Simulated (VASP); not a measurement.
# Si2W (P6_222) in VASP: notebook

Si2W is run at these levels: PBE; tasks: single point.

Program: VASP 6.6.1. These are calculated values, not measurements. Logs are shortened: lines on timing, memory, paths and dates and some standing lists are left out, and cuts for length are marked.

### Step 1. The cell of the first run

Symmetry: P6_222, No. 180, hexagonal system. The conventional cell has a = 4.717 Å, b = 4.717 Å, c = 6.360 Å, α = 90.00°, β = 90.00°, γ = 120.00°. Within 3.3 Å of Si (site symmetry 2) lie 5 W at 2.51 to 2.74 Å and 9 Si at 2.53 to 3.21 Å. W (site symmetry 222) has 10 Si at 2.51 to 2.74 Å and 4 W at 3.17 Å within 3.3 Å.

### Step 2. Single point, PBE

INCAR

```
PREC = Accurate
ENCUT = 520
EDIFF = 1E-6
ISMEAR = 0
SIGMA = 0.03
LREAL = F
LASPH = T
NELM = 80
ALGO = Normal
ISIF = 2
LWAVE = F
LCHARG = F
GGA = PE
NBANDS = 43
```

KPOINTS

```
regular mesh
0
Gamma
  9 9 6
```

POSCAR

```
Si2W
1.0
    4.7172346901      0.0000000000      0.0000000000
   -2.3586173451      4.0852450772      0.0000000000
    0.0000000000      0.0000000000      6.3602475327
Si W
6 3
Direct
    0.8300872726      0.6601745453      0.5000000000
    0.1699127274      0.8300872726      0.8333333333
    0.6601745453      0.8300872726      0.1666666667
    0.1699127274      0.3398254547      0.5000000000
    0.8300872726      0.1699127274      0.8333333333
    0.3398254547      0.1699127274      0.1666666667
    0.0000000000      0.5000000000      0.1666666667
    0.5000000000      0.5000000000      0.8333333333
    0.5000000000      0.0000000000      0.5000000000
```

Potentials or basis: VASP PAW PBE potentials, release 64 (Si, W_sv).

Run with:

```bash
$ cat potpaw_PBE.64/Si/POTCAR potpaw_PBE.64/W_sv/POTCAR > POTCAR
$ mpirun -np 1 vasp_std > vasp.out
```

OUTCAR:

```text
PREC = Accurate
   ENCUT = 520
   EDIFF = 1E-6
   ISMEAR = 0
   LREAL = F
   LASPH = T
   NELM = 80
   ISIF = 2
   GGA = PE

 ion  position               nearest neighbor table
   1  0.830  0.660  0.500-   8 2.51   7 2.51   3 2.53   2 2.53   9 2.70   4 2.70   4 2.70   9 2.74
                             9 2.74   4 2.78   6 3.14   5 3.14
   2  0.170  0.830  0.833-   9 2.51   7 2.51   1 2.53   6 2.53   8 2.70   5 2.70   5 2.70   8 2.74
                             8 2.74   5 2.78   4 3.14   3 3.14
   3  0.660  0.830  0.167-   9 2.51   8 2.51   1 2.53   5 2.53   7 2.70   6 2.70   6 2.70   7 2.74
                             7 2.74   6 2.78   4 3.14   2 3.14
   4  0.170  0.340  0.500-   8 2.51   7 2.51   6 2.53   5 2.53   9 2.70   1 2.70   1 2.70   9 2.74
                             9 2.74   1 2.78   3 3.14   2 3.14
   5  0.830  0.170  0.833-   9 2.51   7 2.51   4 2.53   3 2.53   8 2.70   2 2.70   2 2.70   8 2.74
                             8 2.74   2 2.78   1 3.14   6 3.14
   6  0.340  0.170  0.167-   9 2.51   8 2.51   4 2.53   2 2.53   7 2.70   3 2.70   3 2.70   7 2.74
                             7 2.74   3 2.78   1 3.14   5 3.14
   7  0.000  0.500  0.167-   1 2.51   4 2.51   2 2.51   5 2.51   3 2.70   6 2.70   6 2.74   3 2.74
                             3 2.74   6 2.74   9 3.17   9 3.17   8 3.17   8 3.17
   8  0.500  0.500  0.833-   1 2.51   4 2.51   3 2.51   6 2.51   5 2.70   2 2.70   5 2.74   2 2.74
                             2 2.74   5 2.74   9 3.17   9 3.17   7 3.17   7 3.17
   9  0.500  0.000  0.500-   2 2.51   5 2.51   3 2.51   6 2.51   1 2.70   4 2.70   4 2.74   1 2.74
                             4 2.74   1 2.74   7 3.17   7 3.17   8 3.17   8 3.17

  LATTYP: Found a hexagonal cell.
 ALAT       =     4.7172346901
 C/A-ratio  =     1.3483000000

  Lattice vectors:

 A1 = (   4.7172346901,   0.0000000000,   0.0000000000)
 A2 = (  -2.3586173451,   4.0852450772,   0.0000000000)
 A3 = (   0.0000000000,   0.0000000000,   6.3602475327)

Analysis of symmetry for initial positions (statically):
=====================================================================
 Subroutine PRICEL returns:
 Original cell was already a primitive cell.

 Routine SETGRP: Setting up the symmetry group for a
 hexagonal supercell.

 Subroutine GETGRP returns: Found 12 space group operations
 (whereof  4 operations were pure point group operations)
 out of a pool of 24 trial point group operations.

The static configuration has the point symmetry D_2 .
 The point group associated with its full space group is D_6 .

Analysis of symmetry for dynamics (positions and initial velocities):
=====================================================================
 Subroutine PRICEL returns:
 Original cell was already a primitive cell.

 Routine SETGRP: Setting up the symmetry group for a
 hexagonal supercell.

 Subroutine GETGRP returns: Found 12 space group operations
 (whereof  4 operations were pure point group operations)
 out of a pool of 24 trial point group operations.

The dynamic configuration has the point symmetry D_2 .
 The point group associated with its full space group is D_6 .

 Subroutine INISYM returns: Found 12 space group operations
 (whereof  4 operations are pure point group operations),
 and found     1 'primitive' translations

----------------------------------------------------------------------------------------

                                     Primitive cell

  volume of cell :     122.5687

  direct lattice vectors                    reciprocal lattice vectors
     4.717234690  0.000000000  0.000000000     0.211988605  0.122391678  0.000000000
    -2.358617345  4.085245077  0.000000000     0.000000000  0.244783356  0.000000000
     0.000000000  0.000000000  6.360247533     0.000000000  0.000000000  0.157226585

  length of vectors
     4.717234690  4.717234690  6.360247533     0.244783356  0.244783356  0.157226585

  position of ions in fractional coordinates (direct lattice)
     0.830087273  0.660174545  0.500000000
     0.169912727  0.830087273  0.833333333
[... 51 lines left out ...]
   NUPDOWN=      -1.0000    fix difference up-down
   EMIN   =  10.00;   EMAX   =-10.00  energy-range for DOS
   EFERMI =   0.00;   METHOD = LEGACY
   ISMEAR =     0;   SIGMA  =   0.03  broadening in eV -4-tet -1-fermi 0-gaus
   EFERMI_NEDOS =   21; number of points for ismear=-14 and -15
   IALGO  =     38    algorithm
   IMIX   =      4    mixing-type and parameters
     AMIX     =   0.40;   BMIX     =  1.00
     AMIX_MAG =   1.60;   BMIX_MAG =  1.00
  volume/ion in A,a.u.               =      13.62        91.90
  Fermi-wavevector in a.u.,A,eV,Ry     =   1.331873  2.516876 24.135194  1.773887
  Thomas-Fermi vector in A             =   2.460851
   LORBIT       =      0    0 simple, 1 ext, 2 COOP (PROOUT), +10 PAW based schemes
   GGA     = PE    functional components
   LHFCALC =     F    Hartree Fock is set to
   AEXX    =    0.0000 exact exchange contribution
   IVDW    =     0    specifies the selected vdW correction
   LEPSILON=     F    determine dielectric tensor
   LRPA    =     F    only Hartree local field effects (RPA)
 non-spin polarized calculation
 Gauss-broadening in eV      SIGMA  =   0.03
  energy-cutoff  :      520.00
  volume of cell :      122.57
 maximum number of plane-waves:      3318
 NGX is ok and might be reduce to    36

 number of electron      65.9999992 magnetization

 Free energy of the ion-electron system (eV)
  ---------------------------------------------------
  ext. energy  EPLUGINS =         0.00000000
  ---------------------------------------------------
  free energy    TOTEN  =       -73.38846553 eV

  energy without entropy =      -73.38846526  energy(sigma->0) =      -73.38846540

 E-fermi :  12.5026     XC(G=0): -12.4694

 val. band max:       12.4213245592   @ k =   0.4444   0.1111   0.5000
 cond. band min:      12.5838722863   @ k =   0.4444  -0.0000   0.0000
 fundamental gap:      0.1625477271
 Fermi energy:        12.5025982754

 k-point     1 :       0.0000    0.0000    0.0000
  band No.  band energies     occupation
      1     -61.9441      2.00000
      2     -61.9306      2.00000
      3     -61.9306      2.00000
      4     -26.3498      2.00000
      5     -26.3177      2.00000
      6     -26.3177      2.00000
[... 35 lines left out ...]
     42      15.7343      0.00000
     43      15.8632      0.00000
[... 1017 lines left out ...]
      3     -61.9309      2.00000
      4     -26.3706      2.00000
      5     -26.3554      2.00000
      6     -26.3206      2.00000
[... 35 lines left out ...]
     42      15.3655      0.00000
     43      15.4584      0.00000

 [... further k-points ...]
[... 5 lines left out ...]
  --------------------------------------------------------------------------------------
  -------------------------------------------------------------------------------------
  Total       -2.5894166     -2.5894166     11.9767680      0.0000000      0.0000000      0.0000000
  in kB      -33.8479904    -33.8479904    156.5563190      0.0000000      0.0000000      0.0000000
  external PRESSURE =      29.6201127 kB  Pullay stress =       0.0000000 kB

 VOLUME and BASIS-vectors are now :
 -----------------------------------------------------------------------------
  energy-cutoff  :      520.00
  volume of cell :      122.57
      direct lattice vectors                 reciprocal lattice vectors
     4.717234690  0.000000000  0.000000000     0.211988605  0.122391678  0.000000000
    -2.358617345  4.085245077  0.000000000     0.000000000  0.244783356  0.000000000
     0.000000000  0.000000000  6.360247533     0.000000000  0.000000000  0.157226585

 POSITION                                       TOTAL-FORCE (eV/Angst)
 -----------------------------------------------------------------------------------
      2.35862      2.69697      3.18012        -0.000000      0.836781      0.000000
     -1.15634      3.39111      5.30021        -0.724673      0.418390     -0.000000
      1.15634      3.39111      1.06004         0.724673      0.418390      0.000000
      0.00000      1.38827      3.18012         0.000000     -0.836781      0.000000
      3.51496      0.69414      5.30021         0.724673     -0.418390     -0.000000
      1.20228      0.69414      1.06004        -0.724673     -0.418390      0.000000
     -1.17931      2.04262      1.06004         0.000000      0.000000      0.000000
      1.17931      2.04262      5.30021         0.000000      0.000000     -0.000000
      2.35862      0.00000      3.18012        -0.000000      0.000000      0.000000
 -----------------------------------------------------------------------------------
    total drift:                                0.000000     -0.000000      0.000000

  FREE ENERGIE OF THE ION-ELECTRON SYSTEM (eV)
  ---------------------------------------------------
  free  energy   TOTEN  =       -73.3884655337 eV

  energy  without entropy=      -73.3884652623  energy(sigma->0) =      -73.38846540
```

It took 5 min on 1 thread of Intel Xeon 8259CL, shared host; peak memory 0.36 GiB.

What came out:

| Item | Value |
| --- | --- |
| Free energy | -73.3885 eV |
| Pressure | 3.0 GPa |
| Largest force | 0.837 eV/Å |
| Band gap on the k mesh | 0.16 eV (least direct gap 0.45 eV) |

Forces in eV/Å, atoms in the order of the input:
```
Si   0.000  0.837  0.000
Si  -0.725  0.418  0.000
Si   0.725  0.418  0.000
Si   0.000 -0.837  0.000
Si   0.725 -0.418  0.000
Si  -0.725 -0.418  0.000
W    0.000  0.000  0.000
W    0.000  0.000  0.000
W    0.000  0.000  0.000
```

Levels at points of the mesh, in eV from the valence-band top:
| k point | band 29 | band 30 | band 31 | band 32 | band 33 | band 34 | band 35 | band 36 | band 37 | band 38 |
| --- | --- | --- | --- | --- | --- | --- | --- | --- | --- | --- |
| (0.00, 0.00, 0.00) | -3.52 | -3.52 | -3.29 | -3.13 | -0.91 | 1.84 | 1.84 | 2.13 | 2.21 | 2.65 |
| (0.00, 0.00, 0.50) | -3.29 | -3.27 | -2.68 | -0.35 | -0.35 | 1.85 | 2.16 | 2.29 | 2.29 | 2.29 |

Caveat: spin-orbit coupling is left out, which moves the levels of the heavy elements; an odd mesh through Γ misses points on the zone boundary, where band edges can lie.

### Step 3. Single point, PBE

This run uses another cell than the first one, of the same volume but with other edges.

INCAR

```
SYSTEM = Si2W
  ALGO = Normal
  EDIFF = 1E-7
  ENCUT = 520
  GGA = PE
  ISIF = 2
  ISMEAR = 0
  LASPH = .True.
  LCHARG = .True.
  LELF = .True.
  LREAL = .False.
  LVHAR = .True.
  LWAVE = .False.
  NBANDS = 43
  NELM = 60
  PREC = Accurate
  SIGMA = 0.03
```

KPOINTS

```
k-points
0
Gamma
  9 9 6
  0 0 0
```

POSCAR

```
Si2W
1.0
    4.5428566490      0.0000000000      0.0000000000
   -2.2714283245      3.9342292638      0.0000000000
    0.0000000000      0.0000000000      6.8578963974
Si W
6 3
Direct
    0.8363432358      0.6726864716      0.5000000000
    0.1636567642      0.8363432358      0.8333333333
    0.6726864716      0.8363432358      0.1666666667
    0.1636567642      0.3273135284      0.5000000000
    0.8363432358      0.1636567642      0.8333333333
    0.3273135284      0.1636567642      0.1666666667
    0.0000000000      0.5000000000      0.1666666667
    0.5000000000      0.5000000000      0.8333333333
    0.5000000000      0.0000000000      0.5000000000
```

Potentials or basis: VASP PAW PBE potentials, release 64 (Si, W_sv).

Run with:

```bash
$ cat potpaw_PBE.64/Si/POTCAR potpaw_PBE.64/W_sv/POTCAR > POTCAR
$ mpirun -np 1 vasp_std > vasp.out
```

Wall time 5.8 min (1 thread of Intel Xeon 8259CL, shared host); peak memory 0.36 GiB.

Results (log left out):

- Free energy: -73.6960 eV
- Pressure: 0.2 GPa
- Largest force: 0.055 eV/Å
- Band gap on the k mesh: 0.31 eV (least direct gap 0.85 eV)

Forces in eV/Å, atoms in the order of the input:
```
Si   0.000 -0.055  0.000
Si   0.048 -0.027  0.000
Si  -0.048 -0.027  0.000
Si   0.000  0.055  0.000
Si  -0.048  0.027  0.000
Si   0.048  0.027  0.000
W    0.000  0.000  0.000
W    0.000  0.000  0.000
W    0.000  0.000  0.000
```

Stress tensor (GPa, compression positive):
```
 3.94  0.00  0.00
 0.00  3.94  0.00
 0.00  0.00 -7.41
```

Levels at points of the mesh, in eV from the valence-band top:
| k point | band 29 | band 30 | band 31 | band 32 | band 33 | band 34 | band 35 | band 36 | band 37 | band 38 |
| --- | --- | --- | --- | --- | --- | --- | --- | --- | --- | --- |
| (0.00, 0.00, 0.00) | -2.83 | -2.83 | -2.43 | -2.09 | -0.78 | 2.36 | 2.46 | 2.46 | 2.56 | 2.91 |
| (0.00, 0.00, 0.50) | -2.16 | -2.16 | -2.04 | -0.85 | -0.85 | 1.81 | 2.19 | 2.19 | 2.46 | 2.67 |

Caveat: spin-orbit coupling is left out, which moves the levels of the heavy elements; an odd mesh through Γ misses points on the zone boundary, where band edges can lie.

### Step 4. Single point, PBE

INCAR

```
SYSTEM = Si2W
ALGO = Normal ; EDIFF = 1E-6
ENCUT = 520 ; GGA = PE
ISIF = 2 ; ISMEAR = 0
LASPH = .TRUE. ; LCHARG = .FALSE.
LREAL = .FALSE. ; LWAVE = .FALSE.
NBANDS = 43 ; NELM = 60
PREC = Accurate ; SIGMA = 0.03
```

KPOINTS

```
k-points
0
G
  9 9 6
  0 0 0
```

POSCAR

```
Si2W
1.0
    4.6907127290      0.0000000000      0.0000000000
   -2.3453563645      4.0622763851      0.0000000000
    0.0000000000      0.0000000000      6.4323743652
Si W
6 3
Direct
    0.8050634200      0.6101268399      0.5000000000
    0.1949365800      0.8050634200      0.8333333333
    0.6101268399      0.8050634200      0.1666666667
    0.1949365800      0.3898731601      0.5000000000
    0.8050634200      0.1949365800      0.8333333333
    0.3898731601      0.1949365800      0.1666666667
    0.0000000000      0.5000000000      0.1666666667
    0.5000000000      0.5000000000      0.8333333333
    0.5000000000      0.0000000000      0.5000000000
```

Run with:

```bash
$ cat potpaw_PBE.64/Si/POTCAR potpaw_PBE.64/W_sv/POTCAR > POTCAR
$ mpirun -np 1 vasp_std > vasp.out
```

It took 5.3 min on 1 thread of AMD EPYC 7R13, shared host; peak memory 0.32 GiB.

Results (log left out):

| Property | Result |
| --- | --- |
| Free energy | -70.9942 eV |
| Pressure | 11.1 GPa |
| Largest force | 3.244 eV/Å |
| Band gap on the k mesh | 0.22 eV (least direct gap 0.36 eV) |

Forces on the atoms (eV/Å):
```
Si   0.000  3.244  0.000
Si  -2.810  1.622  0.000
Si   2.810  1.622  0.000
Si   0.000 -3.244  0.000
Si   2.810 -1.622  0.000
Si  -2.810 -1.622  0.000
W    0.000  0.000  0.000
W    0.000  0.000  0.000
W    0.000  0.000  0.000
```

Stress tensor (GPa, compression positive):
```
 7.68  0.00  0.00
 0.00  7.68  0.00
 0.00  0.00 18.00
```

Levels at points of the mesh, in eV from the valence-band top:
```
           k point  band 31  band 32  band 33  band 34  band 35  band 36
(0.00, 0.00, 0.00)    -2.61    -2.35    -1.32     1.90     1.90     1.93
(0.00, 0.00, 0.50)    -1.35    -0.59    -0.59     1.00     1.73     1.88
```

Caveat: the cell stands under pressure; spin-orbit coupling is left out, which moves the levels of the heavy elements; an odd mesh through Γ misses points on the zone boundary, where band edges can lie; forces of over 1 eV/Å act on the atoms, so gaps and moduli don't describe the material at rest.

### Step 5. Single point, PBE

This run uses another cell than the first one, of the same volume but with other edges.

INCAR

```
SYSTEM = Si2W
ALGO = Normal
EDIFF = 1E-6
ENCUT = 520
GGA = PE
ISIF = 2
ISMEAR = 0
LASPH = .True.
LCHARG = .True.
LELF = .True.
LREAL = .False.
LVHAR = .True.
LWAVE = .False.
NBANDS = 43
NELM = 80
PREC = Accurate
SIGMA = 0.03
```

KPOINTS

```
k-points
0
Gamma
  9 9 6
  0 0 0
```

POSCAR

```
Si2W
1.0
    4.4975331999      0.0000000000      0.0000000000
   -2.2487666000      3.8949780055      0.0000000000
    0.0000000000      0.0000000000      6.9968123992
Si W
6 3
Direct
    0.8425991990      0.6851983979      0.5000000000
    0.1574008010      0.8425991990      0.8333333333
    0.6851983979      0.8425991990      0.1666666667
    0.1574008010      0.3148016021      0.5000000000
    0.8425991990      0.1574008010      0.8333333333
    0.3148016021      0.1574008010      0.1666666667
    0.0000000000      0.5000000000      0.1666666667
    0.5000000000      0.5000000000      0.8333333333
    0.5000000000      0.0000000000      0.5000000000
```

Run with:

```bash
$ cat potpaw_PBE.64/Si/POTCAR potpaw_PBE.64/W_sv/POTCAR > POTCAR
$ mpirun -np 1 vasp_std > vasp.out
```

Run time: 5.5 min. Hardware: 1 thread of AMD EPYC 7R13, shared host; peak memory 0.33 GiB.

The run converged. Its results:

- Free energy: -73.2965 eV
- Pressure: 1.4 GPa
- Largest force: 1.108 eV/Å
- Band gap on the k mesh: 0.34 eV (least direct gap 0.85 eV)

Forces in eV/Å, atoms in the order of the input:
```
Si   0.000 -1.108  0.000
Si   0.959 -0.554  0.000
Si  -0.959 -0.554  0.000
Si   0.000  1.108  0.000
Si  -0.959  0.554  0.000
Si   0.959  0.554  0.000
W    0.000  0.000  0.000
W    0.000  0.000  0.000
W    0.000  0.000  0.000
```

Stress tensor (GPa, compression positive):
```
  7.86   0.00   0.00
  0.00   7.86   0.00
  0.00   0.00 -11.54
```

Levels at points of the mesh, in eV from the valence-band top:
```
           k point  band 30  band 31  band 32  band 33  band 34  band 35  band 36  band 37
(0.00, 0.00, 0.00)    -2.57    -2.23    -1.55    -0.63     2.24     2.24     2.38     2.59
(0.00, 0.00, 0.50)    -1.67    -1.67    -0.93    -0.93     1.97     2.11     2.11     2.49
```

Caveat: spin-orbit coupling is left out, which moves the levels of the heavy elements; an odd mesh through Γ misses points on the zone boundary, where band edges can lie; forces of over 1 eV/Å act on the atoms, so gaps and moduli don't describe the material at rest.

### Step 6. The runs side by side

| cell | gap on the mesh (eV) | pressure (GPa) | largest force (eV/Å) |
| --- | --- | --- | --- |
| a = 4.717, b = 4.717, c = 6.360 Å, angles 90.0, 90.0, 120.0°, 9 atoms, atomic positions A | 0.16 | 3.0 | 0.84 |
| a = 4.543, b = 4.543, c = 6.858 Å, angles 90.0, 90.0, 120.0°, 9 atoms, atomic positions B | 0.31 | 0.2 | 0.05 |
| a = 4.691, b = 4.691, c = 6.432 Å, angles 90.0, 90.0, 120.0°, 9 atoms, atomic positions C | 0.22 | 11.1 | 3.24 |
| a = 4.498, b = 4.498, c = 6.997 Å, angles 90.0, 90.0, 120.0°, 9 atoms, atomic positions D | 0.34 | 1.4 | 1.11 |

Alike in all rows: task single point; level PBE; potentials or basis VASP PAW PBE potentials, release 64 (Si, W_sv); no spin polarisation; k mesh 9 × 9 × 6; cutoff (eV) 520; smearing gaussian 0.03 eV.

Caveats: spin-orbit coupling is left out, which moves the levels of the heavy elements; an odd mesh through Γ misses points on the zone boundary, where band edges can lie; forces of over 1 eV/Å act on the atoms, so gaps and moduli don't describe the material at rest (at least some runs); the cell stands under pressure (at least some runs).

Absolute energies hang on the potentials; compare differences alone.
